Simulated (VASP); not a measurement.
# Ca (P6_3/mmc) in VASP: further runs, part 2 of 2

VASP 6.6.1. Earlier steps stand in the parts before.

### 4 Electric field gradients, PBE (volume scaled by 0.98)

Input file INCAR:

```
SYSTEM = Ca
  PREC = Accurate
  ENCUT = 520
  EDIFF = 1E-8
  ISMEAR = -1
  SIGMA = 0.08
  LREAL = .False.
  LASPH = .True.
  NELM = 100
  ALGO = Normal
  ISIF = 2
  LWAVE = .False.
  LCHARG = .False.
  GGA = PE
  LEFG = .True.
  NBANDS = 17
```

Input file KPOINTS:

```
regular mesh
0
Gamma
  11 11 6
  0 0 0
```

Input file POSCAR:

```
Ca
1.0
    3.9532873096      0.0000000000      0.0000000000
   -1.9766436548      3.4236472386      0.0000000000
    0.0000000000      0.0000000000      6.4762402922
Ca
2
Direct
    0.3333333333      0.6666666667      0.2500000000
    0.6666666667      0.3333333333      0.7500000000
```

Potentials or basis: VASP PAW PBE potentials, release 64 (Ca_sv).

On the command line:

```console
$ cat potpaw_PBE.64/Ca_sv/POTCAR > POTCAR
$ mpirun -np 1 vasp_std > vasp.out
```

OUTCAR:

```text
SYSTEM = Ca
   PREC = Accurate
   ENCUT = 520
   EDIFF = 1E-8
   ISMEAR = -1
   LREAL = .False.
   LASPH = .True.
   NELM = 100
   ISIF = 2
   GGA = PE

 ion  position               nearest neighbor table
   1  0.333  0.667  0.250-
   2  0.667  0.333  0.750-

  LATTYP: Found a hexagonal cell.
 ALAT       =     3.9532873096
 C/A-ratio  =     1.6381911521

  Lattice vectors:

 A1 = (   3.9532873096,   0.0000000000,   0.0000000000)
 A2 = (  -1.9766436548,   3.4236472386,   0.0000000000)
 A3 = (   0.0000000000,   0.0000000000,   6.4762402922)

Analysis of symmetry for initial positions (statically):
=====================================================================
 Subroutine PRICEL returns:
 Original cell was already a primitive cell.

 Routine SETGRP: Setting up the symmetry group for a
 hexagonal supercell.

 Subroutine GETGRP returns: Found 24 space group operations
 (whereof 12 operations were pure point group operations)
 out of a pool of 24 trial point group operations.

The static configuration has the point symmetry D_3d.
 The point group associated with its full space group is D_6h.

Analysis of symmetry for dynamics (positions and initial velocities):
=====================================================================
 Subroutine PRICEL returns:
 Original cell was already a primitive cell.

 Routine SETGRP: Setting up the symmetry group for a
 hexagonal supercell.

 Subroutine GETGRP returns: Found 24 space group operations
 (whereof 12 operations were pure point group operations)
 out of a pool of 24 trial point group operations.

The dynamic configuration has the point symmetry D_3d.
[... 151 lines left out ...]
 cond. band min:       1.8656191721   @ k =   0.1818   0.1818   0.0000
 fundamental gap:      0.0197797024
 Fermi energy:         1.8532648902

 k-point     1 :       0.0000    0.0000    0.0000
  band No.  band energies     occupation
      1     -40.2784      2.00000
      2     -40.2673      2.00000
      3     -21.3143      2.00000
      4     -21.2190      2.00000
      5     -21.2190      2.00000
      6     -21.2025      2.00000
[... 457 lines left out ...]
      4     -21.2557      2.00000
      5     -21.2510      2.00000
      6     -21.2306      2.00000
[... 9 lines left out ...]
     16       4.6316      0.00000
     17       4.8150      0.00000

 [... further k-points ...]
[... 5 lines left out ...]
  --------------------------------------------------------------------------------------
  -------------------------------------------------------------------------------------
  Total       -0.2992162     -0.2992162     -0.2521437     -0.0000000      0.0000000      0.0000000
  in kB       -5.4692185     -5.4692185     -4.6088055     -0.0000000      0.0000000      0.0000000
  external PRESSURE =      -5.1824142 kB  Pullay stress =       0.0000000 kB

 VOLUME and BASIS-vectors are now :
 -----------------------------------------------------------------------------
  energy-cutoff  :      520.00
  volume of cell :       87.65
      direct lattice vectors                 reciprocal lattice vectors
     3.953287310  0.000000000  0.000000000     0.252954041  0.146043084  0.000000000
    -1.976643655  3.423647239  0.000000000     0.000000000  0.292086167  0.000000000
     0.000000000  0.000000000  6.476240292     0.000000000  0.000000000  0.154410577

 POSITION                                       TOTAL-FORCE (eV/Angst)
 -----------------------------------------------------------------------------------
     -0.00000      2.28243      1.61906         0.000000     -0.000000      0.000000
      1.97664      1.14122      4.85718        -0.000000      0.000000     -0.000000
 -----------------------------------------------------------------------------------
    total drift:                               -0.000000      0.000000     -0.000000

  FREE ENERGIE OF THE ION-ELECTRON SYSTEM (eV)
  ---------------------------------------------------
  free  energy   TOTEN  =        -3.8753938313 eV

  energy  without entropy=       -3.8236619049  energy(sigma->0) =       -3.84952787

 Electric field gradients (V/A^2)
---------------------------------------------------------------------
 ion       V_xx      V_yy      V_zz      V_xy      V_xz      V_yz
---------------------------------------------------------------------
   1       1.601     1.601    -3.201    -0.000     0.000    -0.000
   2       1.601     1.601    -3.201    -0.000    -0.000     0.000
---------------------------------------------------------------------

 Electric field gradients after diagonalization (V/A^2)
 (convention: |V_zz| > |V_xx| > |V_yy|)
----------------------------------------------------------------------
 ion       V_xx      V_yy      V_zz     asymmetry (V_yy - V_xx)/ V_zz
----------------------------------------------------------------------
   1       1.601     1.600    -3.201       0.000
   2       1.601     1.600    -3.201       0.000
----------------------------------------------------------------------

           NMR quadrupolar parameters

 Cq : quadrupolar parameter    Cq=e*Q*V_zz/h
 eta: asymmetry parameters     (V_yy - V_xx)/ V_zz
 Q  : nuclear electric quadrupole moment in mb (millibarn)
----------------------------------------------------------------------
 ion       Cq(MHz)       eta       Q (mb)
----------------------------------------------------------------------
   1      -0.008       0.000       1.000
   2      -0.008       0.000       1.000
----------------------------------------------------------------------
```

Wall time 61 s (1 thread of Intel Xeon Platinum 8559C (Emerald Rapids), shared host); peak memory 0.23 GiB.

Results:

```
Free energy            : -3.8754 eV
Pressure               : -0.5 GPa
Band gap on the k mesh : zero (band 10 reaches 2.04 eV, above the bottom of band 11 at 1.61 eV)
```

Stress tensor (GPa, compression positive):
```
-0.55  0.00  0.00
 0.00 -0.55  0.00
 0.00  0.00 -0.46
```

Levels at points of the mesh, in eV from the Fermi level:
| k point | band 6 | band 7 | band 8 | band 9 | band 10 | band 11 | band 12 | band 13 | band 14 | band 15 |
| --- | --- | --- | --- | --- | --- | --- | --- | --- | --- | --- |
| (0.00, 0.00, 0.00) | -23.06 | -23.06 | -23.05 | -4.00 | -1.03 | -0.24 | 2.22 | 2.24 | 2.24 | 2.53 |
| (0.00, 0.00, 0.50) | -23.06 | -23.06 | -23.06 | -3.01 | -3.01 | 1.37 | 1.37 | 2.23 | 2.23 | 2.23 |

Electric field gradients, principal values (V/Å²):
| atom | least | middle | greatest (by size) |
| --- | --- | --- | --- |
| 1 Ca | 1.600 | 1.601 | -3.201 |
| 2 Ca | 1.600 | 1.601 | -3.201 |

Caveat: without QUAD_EFG the Cq values of the log hold for a quadrupole moment of 1 mb, not for the nuclei.

### 5 Summary

```csv
cell,gap on the mesh (eV),pressure (GPa)
"a = 4.032, b = 4.032, c = 6.606 Å, angles 90.0, 90.0, 120.0°, 2 atoms",none,-1.4
"a = 3.926, b = 3.926, c = 6.432 Å, angles 90.0, 90.0, 120.0°, 2 atoms",none,-0.2
"a = 3.953, b = 3.953, c = 6.476 Å, angles 90.0, 90.0, 120.0°, 2 atoms",none,-0.5
```

Alike in all rows: task electric field gradients; level PBE; potentials or basis VASP PAW PBE potentials, release 64 (Ca_sv); no spin polarisation; k mesh 11 × 11 × 6; cutoff (eV) 520; smearing fermi-dirac 0.08 eV.

Total energies depend on the potentials used, so only differences within one code and one set of settings carry meaning.
